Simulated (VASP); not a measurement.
# Pb in VASP: further runs

Pb is run at these levels: PBEsol, PBE; tasks: single point, relaxation of the atoms.

All numbers are computed with VASP 6.6.1; they aren't measurements. Logs are shortened: lines on timing, memory, paths and dates and some standing lists are left out, and cuts for length are marked.

## 1. The cell of the first run

The cell holds a slab with vacuum, 4 atoms: a = 3.480 Å, b = 3.480 Å, c = 23.385 Å, α = 90.00°, β = 90.00°, γ = 120.00°.

## 2. Single point, PBEsol

File INCAR:

```
  PREC = Accurate
  ENCUT = 520
  EDIFF = 1E-7
  ISMEAR = -1
  SIGMA = 0.05
  LREAL = False
  LASPH = True
  NELM = 60
  ALGO = Normal
  ISIF = 2
  LWAVE = False
  LCHARG = False
  GGA = PS
  NBANDS = 36
```

File KPOINTS:

```
regular mesh
0
Gamma
  9 9 1
```

File POSCAR:

```
Pb
1.0
    3.4800006906      0.0000000000      0.0000000000
   -1.7400003453      3.0137690032      0.0000000000
    0.0000000000      0.0000000000     23.3850000000
Pb
4
Direct
    0.6666666667      0.3333333334      0.3207184092
    0.3333333333      0.6666666666      0.4402394697
    0.6666666667      0.3333333334      0.5597605303
    0.3333333333      0.6666666666      0.6792815908
```

Potentials or basis: VASP PAW PBE potentials, release 64 (Pb_d).

Launch:

```bash
$ cat potpaw_PBE.64/Pb_d/POTCAR > POTCAR
$ mpirun -np 1 vasp_std > vasp.out
```

OUTCAR:

```text
PREC = Accurate
   ENCUT = 520
   EDIFF = 1E-7
   ISMEAR = -1
   LREAL = False
   LASPH = True
   NELM = 60
   ISIF = 2
   GGA = PS

 ion  position               nearest neighbor table
   1  0.667  0.333  0.321-   2 3.44   2 3.44   2 3.44
   2  0.333  0.667  0.440-   1 3.44   1 3.44   1 3.44   3 3.44   3 3.44   3 3.44
   3  0.667  0.333  0.560-   4 3.44   4 3.44   4 3.44   2 3.44   2 3.44   2 3.44
   4  0.333  0.667  0.679-   3 3.44   3 3.44   3 3.44

  LATTYP: Found a hexagonal cell.
 ALAT       =     3.4800006906
 C/A-ratio  =     6.7198262527

  Lattice vectors:

 A1 = (   3.4800006906,   0.0000000000,   0.0000000000)
 A2 = (  -1.7400003453,   3.0137690032,   0.0000000000)
 A3 = (   0.0000000000,   0.0000000000,  23.3850000000)

Analysis of symmetry for initial positions (statically):
=====================================================================
 Subroutine PRICEL returns:
 Original cell was already a primitive cell.

 Routine SETGRP: Setting up the symmetry group for a
 hexagonal supercell.

 Subroutine GETGRP returns: Found 12 space group operations
 (whereof 12 operations were pure point group operations)
 out of a pool of 24 trial point group operations.

The static configuration has the point symmetry D_3d.

Analysis of symmetry for dynamics (positions and initial velocities):
=====================================================================
 Subroutine PRICEL returns:
 Original cell was already a primitive cell.

 Routine SETGRP: Setting up the symmetry group for a
 hexagonal supercell.

 Subroutine GETGRP returns: Found 12 space group operations
 (whereof 12 operations were pure point group operations)
 out of a pool of 24 trial point group operations.

The dynamic configuration has the point symmetry D_3d.

 Subroutine INISYM returns: Found 12 space group operations
 (whereof 12 operations are pure point group operations),
 and found     1 'primitive' translations

----------------------------------------------------------------------------------------

                                     Primitive cell

[... 73 lines left out ...]
   ISTART =      0    job   : 0-new  1-cont  2-samecut
   ICHARG =      2    charge: 1-file 2-atom 10-const
   ISPIN  =      1    spin polarized calculation?
   LNONCOLLINEAR =      F non collinear calculations
   LSORBIT =      F    spin-orbit coupling
   LASPH  =      T    aspherical Exc in radial PAW
   ENCUT  =  520.0 eV  38.22 Ry    6.18 a.u.   6.47  6.47 43.48*2*pi/ulx,y,z
   NELM   =     60;   NELMIN=  2; NELMDL= -5     # of ELM steps
   EDIFF  = 0.1E-06   stopping-criterion for ELM
   LREAL  =      F    real-space projection
   EDIFFG = 0.1E-05   stopping-criterion for IOM
   NSW    =      0    number of steps for IOM
   IBRION =     -1    ionic relax: 0-MD 1-quasi-New 2-CG
   NFREE  =      0    steps in history (QN), initial steepest desc. (CG)
   ISIF   =      2    stress and relaxation
   ISYM   =      2    0-nonsym 1-usesym 2-fastsym
   POTIM  = 0.5000    time-step for ionic-motion
   TEBEG  =    0.0;   TEEND  =   0.0 temperature during run
   PSTRESS=    0.0 pullay stress
   NELECT =      56.0000    total number of electrons
   NUPDOWN=      -1.0000    fix difference up-down
   EMIN   =  10.00;   EMAX   =-10.00  energy-range for DOS
   EFERMI =   0.00;   METHOD = LEGACY
   ISMEAR =    -1;   SIGMA  =   0.05  broadening in eV -4-tet -1-fermi 0-gaus
   EFERMI_NEDOS =   21; number of points for ismear=-14 and -15
   IALGO  =     38    algorithm
   IMIX   =      4    mixing-type and parameters
     AMIX     =   0.40;   BMIX     =  1.00
     AMIX_MAG =   1.60;   BMIX_MAG =  1.00
  volume/ion in A,a.u.               =      61.31       413.77
  Fermi-wavevector in a.u.,A,eV,Ry     =   1.000603  1.890866 13.622249  1.001207
  Thomas-Fermi vector in A             =   2.132971
   LORBIT       =      0    0 simple, 1 ext, 2 COOP (PROOUT), +10 PAW based schemes
   GGA     = PS    functional components
   LHFCALC =     F    Hartree Fock is set to
   AEXX    =    0.0000 exact exchange contribution
   IVDW    =     0    specifies the selected vdW correction
   LEPSILON=     F    determine dielectric tensor
   LRPA    =     F    only Hartree local field effects (RPA)
 non-spin polarized calculation
  energy-cutoff  :      520.00
  volume of cell :      245.26
 maximum number of plane-waves:      6687
 NGX is ok and might be reduce to    28
   NGX = 13   NGY = 13   NGZ = 87

 number of electron      56.0000007 magnetization

 Free energy of the ion-electron system (eV)
  ---------------------------------------------------
  ext. energy  EPLUGINS =         0.00000000
  ---------------------------------------------------
  free energy    TOTEN  =       -15.54259035 eV

  energy without entropy =      -15.53543040  energy(sigma->0) =      -15.53901037

 E-fermi :   1.5157     XC(G=0):  -5.6664

 val. band max:        1.2806691385   @ k =   0.2222   0.1111   0.0000
 cond. band min:       1.5513857603   @ k =   0.4444   0.0000   0.0000
 fundamental gap:      0.2707166218
 Fermi energy:         1.5156887238

 k-point     1 :       0.0000    0.0000    0.0000
  band No.  band energies     occupation
      1     -15.4567      2.00000
      2     -15.4540      2.00000
      3     -15.4038      2.00000
      4     -15.4022      2.00000
      5     -15.4022      2.00000
      6     -15.3954      2.00000
[... 457 lines left out ...]
     35       5.4105      0.00000
     36       5.4105      0.00000

------------------------ aborting loop because EDIFF is reached ----------------------------------------

  FORCE on cell =-STRESS in cart. coord.  units (eV):
  Direction    XX          YY          ZZ          XY          YZ          ZX
  --------------------------------------------------------------------------------------
  -------------------------------------------------------------------------------------
  Total       -0.9959831     -0.9959831     -0.4393327     -0.0000000      0.0000000      0.0000000
  in kB       -6.5063271     -6.5063271     -2.8699704     -0.0000000      0.0000000      0.0000000
  external PRESSURE =      -5.2942082 kB  Pullay stress =       0.0000000 kB

 VOLUME and BASIS-vectors are now :
 -----------------------------------------------------------------------------
  energy-cutoff  :      520.00
  volume of cell :      245.26
      direct lattice vectors                 reciprocal lattice vectors
     3.480000691  0.000000000  0.000000000     0.287356265  0.165905217  0.000000000
    -1.740000345  3.013769003  0.000000000     0.000000000  0.331810434  0.000000000
     0.000000000  0.000000000 23.385000000     0.000000000  0.000000000  0.042762455

 POSITION                                       TOTAL-FORCE (eV/Angst)
 -----------------------------------------------------------------------------------
      1.74000      1.00459      7.50000        -0.000000     -0.000000      0.179283
     -0.00000      2.00918     10.29500        -0.000000      0.000000     -0.401381
      1.74000      1.00459     13.09000         0.000000      0.000000      0.401381
     -0.00000      2.00918     15.88500         0.000000      0.000000     -0.179283
 -----------------------------------------------------------------------------------
    total drift:                                0.000000      0.000000     -0.000000

  FREE ENERGIE OF THE ION-ELECTRON SYSTEM (eV)
  ---------------------------------------------------
  free  energy   TOTEN  =       -15.5425903451 eV

  energy  without entropy=      -15.5354304043  energy(sigma->0) =      -15.53901037
```

stdout:

```text
POSCAR found type information on POSCAR Pb
 POSCAR found :  1 types and       4 ions
 scaLAPACK will be used
 -----------------------------------------------------------------------------
|                                                                             |
|                                                                             |
|     You enforced a specific xc type in the INCAR file but a different       |
|     I HOPE YOU KNOW WHAT YOU ARE DOING!                                     |
|                                                                             |
 -----------------------------------------------------------------------------

 LDA part: xc-table for (Slater+PW92), standard interpolation
 POSCAR, INCAR and KPOINTS ok, starting setup
 FFT: planning ... GRIDC
 FFT: planning ... GRID_SOFT
 FFT: planning ... GRID
 WAVECAR not read
 entering main loop
```

Wall time 5.2 min (1 thread of Intel Xeon 8259CL, shared host); peak memory 0.4 GiB.

What came out:

| Property | Result |
| --- | --- |
| Free energy | -15.5426 eV |
| Largest force | 0.401 eV/Å |
| Band gap on the k mesh | zero (bands 28 and 29 overlap by 4.29 eV) |

Forces in eV/Å, atoms in the order of the input:
```
Pb   0.000  0.000  0.179
Pb   0.000  0.000 -0.401
Pb   0.000  0.000  0.401
Pb   0.000  0.000 -0.179
```

Levels at points of the mesh, in eV from the Fermi level:
| k point | band 25 | band 26 | band 27 | band 28 | band 29 | band 30 | band 31 | band 32 |
| --- | --- | --- | --- | --- | --- | --- | --- | --- |
| (0.00, 0.00, 0.00) | -3.44 | -1.40 | 1.14 | 3.24 | 3.69 | 5.06 | 5.14 | 5.88 |

Caveat: the PAW data sets were made with another functional, which shifts forces and pressure a little; spin-orbit coupling is left out, which moves the levels of the heavy elements.

## 3. Single point, PBE

File INCAR:

```
SYSTEM = Pb
PREC = Accurate
ENCUT = 520
EDIFF = 1E-6
ISMEAR = -1
SIGMA = 0.05
LREAL = .FALSE.
LASPH = .TRUE.
NELM = 60
ALGO = Normal
ISIF = 2
LWAVE = .FALSE.
LCHARG = .FALSE.
GGA = PE
NBANDS = 36
```

File KPOINTS:

```
regular mesh
0
G
  9 9 1
  0 0 0
```

POSCAR is that of step 2.

Potentials or basis: VASP PAW PBE potentials, release 64 (Pb_d).

Launch:

```bash
$ cat potpaw_PBE.64/Pb_d/POTCAR > POTCAR
$ mpirun -np 1 vasp_std > vasp.out
```

It took 4.5 min on 1 thread of Intel Xeon 8259CL, shared host; peak memory 0.37 GiB.

The run converged. Its results:

```
Free energy            : -13.8800 eV
Largest force          : 0.408 eV/Å
Band gap on the k mesh : zero (bands 28 and 29 overlap by 4.17 eV)
```

Forces in eV/Å, atoms in the order of the input:
```
Pb   0.000  0.000 -0.020
Pb   0.000  0.000 -0.408
Pb   0.000  0.000  0.408
Pb   0.000  0.000  0.020
```

Levels at points of the mesh, in eV from the Fermi level:
```tsv
k point	band 24	band 25	band 26	band 27	band 28	band 29	band 30	band 31	band 32	band 33
(0.00, 0.00, 0.00)	-8.52	-3.44	-1.41	1.12	3.12	3.54	4.98	4.99	5.87	5.87
```

Caveat: spin-orbit coupling is left out, which moves the levels of the heavy elements.

(Continued in part 2 of 3.)
